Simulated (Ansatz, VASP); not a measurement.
This is a calculation of Fe for Ansatz 0.2.0.

input.yaml

```yaml
crystal:
  lattice:
    - [-1.4619890197, 1.4619890197, 1.4619890197]
    - [1.4619890197, -1.4619890197, 1.4619890197]
    - [1.4619890197, 1.4619890197, -1.4619890197]
  atoms:
    - { symbol: Fe, position: [0.0, 0.0, 0.0], spin: 3.0 }
hamiltonian:
  xc: { exchange: b88, correlation: pbe }
  pseudopotentials: { kind: paw }
magnetization:
  spin_polarized: true
kpoints:
  mp_grid: { grid: [13, 13, 13] }
scf:
  occupations: { method: fermi_dirac, width: 0.05 }
output:
  forces: true
  stress: true
  eigenvalues: true
```

Potentials or basis: Ansatz PAW.

Run with:

```sh
$ ansatz run input.yaml --threads 2 --pin off --max-ram 5120MiB --backend cpu --events-out ev --progress --plain --runs-dir out
```

Task: Translate it to VASP 6.6.1. Potentials there: VASP PAW PBE potentials, release 64 (Fe).

Result: As run (the cutoff follows the program's own potentials):

INCAR

```
  PREC = Accurate
  ENCUT = 600
  EDIFF = 1E-6
  ISMEAR = -1
  SIGMA = 0.05
  LREAL = F
  LASPH = T
  NELM = 200
  ALGO = Normal
  ISIF = 2
  LWAVE = F
  LCHARG = T
  ISPIN = 2
  MAGMOM = 3
  LORBIT = 11
  LMAXMIX = 4
  GGA = LIBXC
  LIBXC1 = GGA_X_B88
  LIBXC2 = GGA_C_PBE
  LELF = T
  LVHAR = T
  NBANDS = 14
  GGA_COMPAT = F
```

Contents of KPOINTS:

```
Automatic mesh
0
Gamma
  13 13 13
```

Contents of POSCAR:

```
Fe
1.0
   -1.4619890197      1.4619890197      1.4619890197
    1.4619890197     -1.4619890197      1.4619890197
    1.4619890197      1.4619890197     -1.4619890197
Fe
1
Direct
    0.0000000000      0.0000000000      0.0000000000
```

Potentials or basis: VASP PAW PBE potentials, release 64 (Fe).

Command:

```sh
$ cat potpaw_PBE.64/Fe/POTCAR > POTCAR
$ mpirun -np 1 vasp_std > vasp.out
```

Both were run:

|  | VASP | Ansatz | Ansatz less VASP |
| --- | --- | --- | --- |
| gap on the k mesh at the Fermi level (eV) | none | none | - |
| pressure (GPa) | -12.9 | -13.5 | -0.68 |
| net moment per atom (μB) | 2.43 | 2.38 | -0.050 |
| size of the moment on the site where the two differ most (μB) | 2.44 | 2.44 | -0.001 |

VASP's potentials were made for PBE, not for b88 exchange, pbe correlation. Site moments also hang on the region over which each program counts them. A gap of «none» marks a metal or a gap that the smearing closes. VASP's potentials hold 8 valence electrons a cell and Ansatz's 16, so a difference there can come from the potentials and not from the codes.
